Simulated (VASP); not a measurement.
BeB2, 3 atoms in the cell. The structure is hexagonal, space group P6/mmm (No. 191). The conventional cell has a = 2.922 Å, b = 2.922 Å, c = 2.853 Å, α = 90.00°, β = 90.00°, γ = 120.00°. Be (site symmetry 6/mmm) has 12 B at 2.21 Å and 2 Be at 2.85 Å within 2.9 Å. B (site symmetry -6m2) has 3 B at 1.69 Å within 2.2 Å. 

| Property | Result |
| --- | --- |
| Program | VASP 6.6.1 |
| Task | single point |
| Functional | PBEsol |
| Potentials or basis | VASP PAW PBE potentials, release 64 (Be, B) |
| Cutoff | 520 eV |
| k mesh | 17 × 17 × 15 |
| Occupations | fermi-dirac, width 0.1 eV |
| Spin | no spin polarisation |
| Dipole correction | no |
| Further INCAR settings | ALGO = Normal; EDIFF = 1e-06; NBANDS = 11 |

Potentials or basis: VASP PAW PBE potentials, release 64 (Be, B).

The run is started by

```console
$ cat potpaw_PBE.64/Be/POTCAR potpaw_PBE.64/B/POTCAR > POTCAR
$ mpirun -np 1 vasp_std > vasp.out
```

Hardware: 1 thread of Intel(R) Xeon(R) Platinum 8488C (Sapphire Rapids), with other jobs on the host.

Task: How long does it take, and how much memory?

Result: Run time: 23 s on 1 thread of Intel(R) Xeon(R) Platinum 8488C (Sapphire Rapids) (shared host), peak memory 0.18 GiB. Counts: scf iterations 12, k points 264.
